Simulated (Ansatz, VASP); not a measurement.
**One calculation of WSe2, two programs**

INCAR

```
PREC = Accurate ; ENCUT = 520
EDIFF = 1E-7 ; ISMEAR = 0
SIGMA = 0.05 ; LREAL = F
LASPH = T ; NELM = 80
ALGO = Normal ; ISIF = 2
LWAVE = F ; LCHARG = F
LDIPOL = T ; IDIPOL = 3
DIPOL = 0.5 0.5 0.383 ; GGA = PE
IVDW = 12 ; NBANDS = 35
```

Contents of KPOINTS:

```
Automatic mesh
0
Gamma
  9 9 1
```

The input POSCAR:

```
WSe2
1.0
    3.2854929709      0.0000000000      0.0000000000
   -1.6427464855      2.8453203767      0.0000000000
    0.0000000000      0.0000000000     24.2386466774
Se W
4 2
Direct
    0.3333333333      0.6666666667      0.1856539294
    0.3333333333      0.6666666667      0.3246601777
    0.5555555556      0.4444444444      0.4405907426
    0.5555555556      0.4444444444      0.5795969909
    0.6666666667      0.3333333333      0.2551570536
    0.2222222222      0.7777777778      0.5100938667
```

Input for Ansatz:

```yaml
crystal:
  lattice:
    - [3.2854929709, 0.0, 0.0]
    - [-1.6427464855, 2.8453203767, 0.0]
    - [0.0, 0.0, 24.2386466774]
  atoms:
    - { symbol: Se, position: [0.3333333333, 0.6666666667, 0.1856539294] }
    - { symbol: W, position: [0.6666666667, 0.3333333333, 0.2551570536] }
    - { symbol: Se, position: [0.3333333333, 0.6666666667, 0.3246601777] }
    - { symbol: Se, position: [0.5555555556, 0.4444444444, 0.4405907426] }
    - { symbol: W, position: [0.2222222222, 0.7777777778, 0.5100938667] }
    - { symbol: Se, position: [0.5555555556, 0.4444444444, 0.5795969909] }
basis:
  ecutwfc: 420
kpoints:
  mp_grid: { grid: [9, 9, 1] }
hamiltonian:
  xc: pbe
  pseudopotentials: { kind: paw, azcp: { folder: soft_1 } }
  dispersion: d3bj
scf:
  occupations: { method: gaussian, width: 0.05 }
output:
  forces: true
  eigenvalues: true
efield:
  axis: 3
  dipole_correction: true
  ramp_width: 0.04
```

Alike in both runs: task single point; functional PBE; dispersion D3(BJ); k mesh 9 × 9 × 1; occupations gaussian, width 0.05 eV; no spin polarisation.

```csv
,VASP,Ansatz
version,VASP 6.6.1,Ansatz 0.2.0
potentials or method,"VASP PAW PBE potentials, release 64 (Se, W_sv), cutoff 520 eV","scalar-relativistic, plane waves, PAW"
valence electrons in the cell,52,92
```

```tsv
	VASP	Ansatz	Ansatz less VASP
gap on the k mesh at the Fermi level (eV)	1.08	1.09	+0.006
least direct gap on the mesh (eV)	1.60	1.60	+0.004
rms of the force components (eV/Å)	0.141	0.154	+0.0128
```

VASP's potentials hold 52 valence electrons a cell and Ansatz's 92, so a difference there can come from the potentials and not from the codes.

Neither program's run includes spin-orbit coupling.
